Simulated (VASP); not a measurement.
Input of a VASP 6.6.1 run:

The input INCAR:

```
SYSTEM = H2C5
ALGO = Normal
EDIFF = 1E-6
ENCUT = 520
GGA = PS
ISIF = 2
ISMEAR = -1
LASPH = .TRUE.
LCHARG = .TRUE.
LELF = .TRUE.
LREAL = Auto
LVHAR = .TRUE.
LWAVE = .FALSE.
NBANDS = 64
NELM = 100
PREC = Accurate
SIGMA = 0.02
```

File KPOINTS:

```
k-points
0
G
  2 2 1
  0 0 0
```

Contents of POSCAR:

```
H2C5
1.0
    5.0487420000      0.0000000000      0.0000000000
    0.0000000000      5.0487420000      0.0000000000
    0.0000000000      0.0000000000     17.1647000000
H C
8 20
Direct
    0.4277897346      0.0000000000      0.0582591015
    0.0722160095      0.0000000000      0.0582591015
    0.9277954786      0.0000000000      0.0582591015
    0.5722217535      0.0000000000      0.0582591015
    0.4277897346      0.5000057440      0.0582591015
    0.0722160095      0.5000057440      0.0582591015
    0.9277954786      0.5000057440      0.0582591015
    0.5722217535      0.5000057440      0.0582591015
    0.2500028720      0.0000000000      0.0952361533
    0.7500086160      0.0000000000      0.0952361533
    0.2500028720      0.5000057440      0.0952361533
    0.7500086160      0.5000057440      0.0952361533
    0.2500028720      0.2500028720      0.1472324014
    0.7500086160      0.2500028720      0.1472324014
    0.2500028720      0.7500086160      0.1472324014
    0.7500086160      0.7500086160      0.1472324014
   -0.0159841798      0.2295027157      0.1961292653
    0.5107014777      0.2394061729      0.1911481121
   -0.0050705701      0.7263987742      0.2019085682
    0.4988173291      0.7326379522      0.2059051425
   -0.0038227345     -0.0138252262      0.2581286011
    0.4971139345     -0.0155880415      0.2505316143
    0.0015251324      0.4720581880      0.2522153023
    0.4994115366      0.4611247713      0.2562351803
    0.2497651890      0.1111167891      0.2912372485
    0.7491569187      0.0770092827      0.2898565078
    0.2194408033      0.3693791443      0.2842345045
    0.7443438385      0.3414513952      0.2935151794
```

Potentials or basis: VASP PAW PBE potentials, release 64 (H, C).

Command:

```bash
$ cat potpaw_PBE.64/H/POTCAR potpaw_PBE.64/C/POTCAR > POTCAR
$ mpirun -np 1 vasp_std > vasp.out
```

Problem. What does it give for the band gap on the k mesh?

Solution. 1.26 eV.

Problem. Estimate the largest force.

Solution. 9.546 eV/Å.

Forces on the atoms (eV/Å):
```
H   -8.944 -0.139 -0.010
H    8.944 -0.151  0.009
H   -8.877 -0.108  0.051
H    8.882 -0.115  0.045
H   -8.966 -0.020  0.000
H    8.963  0.060 -0.034
H   -8.868  0.048  0.040
H    8.889 -0.062  0.061
C    0.010 -0.063  1.333
C    0.032 -0.303  1.149
C   -0.137  0.039  1.151
C    0.092  0.260  1.144
C   -0.444 -0.993 -3.402
C    0.321 -0.884 -4.613
C   -0.231 -1.706  0.801
C   -0.345 -1.444  0.780
C    3.189  0.656 -1.795
C   -3.676 -0.297  1.862
C    0.804  2.262  1.569
C   -0.096 -0.169 -0.766
C    1.460  0.698 -3.178
C    0.144  3.829  1.213
C   -6.279 -0.837 -1.665
C   -0.855 -0.025 -1.631
C   -1.022 -4.971  0.066
C   -1.602 -0.686  1.515
C    8.746  0.940  3.708
C   -0.133  4.177  0.596
```

Caveat: the k points lie up to 0.62 Å⁻¹ apart; the PAW data sets were made with another functional, which shifts forces and pressure a little.
